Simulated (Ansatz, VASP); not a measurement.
Two plane-wave programs on Gd

The input INCAR:

```
SYSTEM = Gd
  PREC = Accurate
  ENCUT = 520
  EDIFF = 1E-7
  ISMEAR = -1
  SIGMA = 0.05
  LREAL = .FALSE.
  LASPH = .TRUE.
  NELM = 150
  ALGO = Normal
  ISIF = 2
  LWAVE = .FALSE.
  LCHARG = .FALSE.
  ISPIN = 2
  MAGMOM = 7
  LORBIT = 11
  LMAXMIX = 6
  LDAU = .TRUE.
  LDAUTYPE = 2
  LDAUL = 3
  LDAUU = 3
  LDAUJ = 0
  LDAUPRINT = 1
  GGA = PE
  NBANDS = 19
```

KPOINTS

```
Automatic mesh
0
G
  11 11 11
  0 0 0
```

File POSCAR:

```
Gd
1.0
    0.0000000000      2.5858190855      2.5858190855
    2.5858190855      0.0000000000      2.5858190855
    2.5858190855      2.5858190855      0.0000000000
Gd
1
Direct
    0.0000000000      0.0000000000      0.0000000000
```

Input for Ansatz:

```yaml
crystal:
  lattice:
    - [0.0, 2.5858190855, 2.5858190855]
    - [2.5858190855, 0.0, 2.5858190855]
    - [2.5858190855, 2.5858190855, 0.0]
  atoms:
    - { symbol: Gd, position: [0.0, 0.0, 0.0], spin: 7.0 }
magnetization:
  spin_polarized: true
kpoints:
  mp_grid: { grid: [11, 11, 11] }
scf:
  occupations: { method: fermi_dirac, width: 0.05 }
hamiltonian:
  xc: pbe
  pseudopotentials: { kind: paw }
  hubbard: { sites: [{ species: Gd, l: f, u_eff: 3 }] }
output:
  forces: true
  stress: true
  eigenvalues: true
  hubbard: { sites: [{ species: Gd, l: f }] }
  populations: true
  dos: { projected: true, de: 0.1, e_range: [-10, 8] }
```

Alike in both runs: task single point; functional PBE; k mesh 11 × 11 × 11; occupations fermi-dirac, width 0.05 eV; collinear spin; Hubbard terms Gd f U = 3.0 eV.

|  | VASP | Ansatz |
| --- | --- | --- |
| version | VASP 6.6.1 | Ansatz 0.2.0 |
| potentials or method | VASP PAW PBE potentials, release 64 (Gd) | PAW with Ansatz's default frozen-core files, scalar-relativistic |
| plane-wave cutoff (eV) | 520 | 420 |
| valence electrons in the cell | 18 | 18 |

Ansatz gave:

| Quantity | Value |
| --- | --- |
| pressure (GPa) | -1.0 |
| net moment per atom (μB) | 7.85 |
| size of the moment on the site where the two differ most (μB) | 7.53 |

Question: What did VASP give for the same quantities?

Answer: Pressure (GPa): -0.9; net moment per atom (μB): 7.84; size of the moment on the site where the two differ most (μB): 7.11.

Site moments also hang on the region over which each program counts them. The programs project onto different local orbitals, so the same U acts differently, and such runs can settle in different states. Ansatz's warnings: filled band counts differ across k points.

Neither program's run includes spin-orbit coupling.
